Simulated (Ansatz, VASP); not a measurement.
**GaSb: VASP beside Ansatz**

```
Ga Sb
1.0
     4.32608    0.00000    0.00000
     2.16304    3.74649    0.00000
     2.16304    1.24883    3.53223
Ga Sb
1 1
Direct
  0.00000 0.00000 0.00000
  0.25000 0.25000 0.25000
```

Alike in both runs: task single point; functional PBE; k mesh 5 × 5 × 5; no spin polarisation.

|  | VASP | Ansatz |
| --- | --- | --- |
| version | VASP 6.6.1 | Ansatz 0.2.0 |
| potentials or method | VASP PAW PBE potentials, release 64 (Ga_d, Sb), cutoff 500 eV | plane waves, PAW |
| occupations | gaussian, width 0.01 eV | fixed |
| valence electrons in the cell | 18 | 28 |

|  | VASP | Ansatz | Ansatz less VASP |
| --- | --- | --- | --- |
| gap on the k mesh at the Fermi level (eV) | 0.03 | 0.03 | -0.002 |

VASP's potentials hold 18 valence electrons a cell and Ansatz's 28, so a difference there can come from the potentials and not from the codes.

Neither program's run includes spin-orbit coupling.
